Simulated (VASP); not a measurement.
Bi4BN3:

```
B Bi N
1.0
     5.50140    0.00000    0.00000
     0.00000    5.50140    0.00000
     0.00000    0.00000    5.50140
B Bi N
1 4 3
Direct
  0.50000 0.50000 0.50000
  0.00000 0.50000 0.50000
  0.50000 0.00000 0.50000
  0.50000 0.50000 0.00000
  0.00000 0.00000 0.00000
  0.50000 0.00000 0.00000
  0.00000 0.50000 0.00000
  0.00000 0.00000 0.50000
```

The cell was generated, and may not be a known phase.

```yaml
Program: VASP 6.6.1
Task: relaxation of cell and atoms
Functional: PBE
Potentials_or_basis: VASP PAW PBE potentials, release 64 (B, Bi_d, N)
Cutoff: 600 eV
k_mesh: 2 × 2 × 2
Occupations: gaussian, width 0.15 eV
Spin: no spin polarisation
```

At the start: pressure -13.1 GPa; volume 20.81 Å³/atom.

Question: Where does the relaxation end?

Answer: Over 3 steps the energy falls by 179.0 meV/atom and the volume is 17.20 Å³/atom (-17.3 %); space group Pm-3m (No. 221, to 0.1 Å) before and after.

Step by step:
```tsv
step	energy change (eV)	largest force (eV/Å)	pressure (GPa)	volume (Å³)
1	0.0000	0.0000	-13.14	166.50
2	-1.2060	0.0000	8.67	128.66
3	-1.4322	0.0000	-0.06	137.63
```

Final structure:
```yaml
crystal:
  lattice:
    - [5.16305, 0.00000, 0.00000]
    - [0.00000, 5.16305, 0.00000]
    - [0.00000, 0.00000, 5.16305]
  atoms:
    - { symbol: B, position: [0.50000, 0.50000, 0.50000] }
    - { symbol: Bi, position: [0.00000, 0.50000, 0.50000] }
    - { symbol: Bi, position: [0.50000, 0.00000, 0.50000] }
    - { symbol: Bi, position: [0.50000, 0.50000, 0.00000] }
    - { symbol: Bi, position: [0.00000, 0.00000, 0.00000] }
    - { symbol: N, position: [0.50000, 0.00000, 0.00000] }
    - { symbol: N, position: [0.00000, 0.50000, 0.00000] }
    - { symbol: N, position: [0.00000, 0.00000, 0.50000] }
```

Caveat: the k points lie up to 0.61 Å⁻¹ apart in the final cell, too coarse for converged energies and pressures of a metal; the volume moved by over 15 % at a fixed basis, so the end points are rough.
